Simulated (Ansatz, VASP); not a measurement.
# One calculation of PbF2, two programs

```xyz
3
Lattice="0.0000 3.0396 3.0396 3.0396 0.0000 3.0396 3.0396 3.0396 0.0000" Properties=species:S:1:pos:R:3 pbc="T T T"
Pb    0.0000    0.0000    0.0000
F     1.5198    1.5198    1.5198
F     4.5594    4.5594    4.5594
```

Alike in both runs: task single point; functional PBE; dispersion D3(BJ); k mesh 8 × 8 × 8; occupations gaussian, width 0.02 eV; no spin polarisation.

|  | VASP | Ansatz |
| --- | --- | --- |
| version | VASP 6.6.1 | Ansatz 0.2.0 |
| potentials or method | VASP PAW PBE potentials, release 64 (Pb_d, F), cutoff 520 eV | scalar-relativistic, plane waves, PAW |
| valence electrons in the cell | 28 | 28 |

VASP gave:

| Item | Value |
| --- | --- |
| gap on the k mesh at the Fermi level (eV) | 4.39 |
| least direct gap on the mesh (eV) | 4.55 |
| pressure (GPa) | -3.7 |

**Question.** Estimate Ansatz's values.

**Answer.** gap on the k mesh at the Fermi level (eV): 4.40; least direct gap on the mesh (eV): 4.55; pressure (GPa): -3.4.

Ansatz's warnings: dispersion switch in reach.

Neither program's run includes spin-orbit coupling.
